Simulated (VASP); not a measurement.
A run of VASP 6.6.1:

Contents of INCAR:

```
PREC = Accurate
ENCUT = 520
EDIFF = 1E-6
ISMEAR = -1
SIGMA = 0.1
LREAL = False
LASPH = True
NELM = 100
ALGO = Normal
ISIF = 2
LWAVE = False
LCHARG = False
GGA = B5
ALDAX = 1.0
AGGAX = 1.0
AGGAC = 1.0
ALDAC = 0.0
NBANDS = 9
```

File KPOINTS:

```
regular mesh
0
Gamma
  14 14 14
```

POSCAR

```
Se
1.0
    0.0000000000      2.3137989049      2.3137989049
    2.3137989049      0.0000000000      2.3137989049
    2.3137989049      2.3137989049      0.0000000000
Se
1
Direct
    0.0000000000      0.0000000000      0.0000000000
```

Potentials or basis: VASP PAW PBE potentials, release 64 (Se).

Command:

```bash
$ cat potpaw_PBE.64/Se/POTCAR > POTCAR
$ mpirun -np 1 vasp_std > vasp.out
```

Hardware: 1 thread of Intel(R) Xeon(R) Platinum 8259CL CPU @ 2.50GHz (Skylake/Cascade Lake), with other jobs on the host.

Problem. How long does it take, and how much memory?

Solution. It took 16 s on 1 thread of Intel(R) Xeon(R) Platinum 8259CL CPU @ 2.50GHz (Skylake/Cascade Lake), with other jobs on the host, peak memory 0.15 GiB. Counts: scf iterations 10, k points 104.
